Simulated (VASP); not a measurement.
GaN, 4 atoms in the cell. The typed cell holds 4 atoms: a = 3.152 Å, b = 3.159 Å, c = 5.138 Å, α = 90.10°, β = 90.29°, γ = 120.21°.  This cell differs from its parent crystal: equal xy, yz and zx engineering shears of -0.5 %.

* Program: VASP 6.6.1
* Task: single point
* Functional: LDA
* Potentials or basis: VASP PAW LDA potentials, release 64 (Ga_d, N)
* Cutoff: 520 eV
* k mesh: 8 × 8 × 4
* Occupations: gaussian, width 0.01 eV
* Spin: no spin polarisation
* Dipole correction: no
* Further INCAR settings: ALGO = Normal; EDIFF = 1e-06; NBANDS = 26

Potentials or basis: VASP PAW LDA potentials, release 64 (Ga_d, N).

The run is started by

```bash
$ cat potpaw_LDA.64/Ga_d/POTCAR potpaw_LDA.64/N/POTCAR > POTCAR
$ mpirun -np 1 vasp_std > vasp.out
```

Hardware: 1 thread of AMD EPYC 7R13, on a shared host.

Problem. How long does it take, and how much memory?

Solution. Run time: 3.3 min on 1 thread of AMD EPYC 7R13, on a shared host, peak memory 0.2 GiB. Counts: scf iterations 17, k points 132.
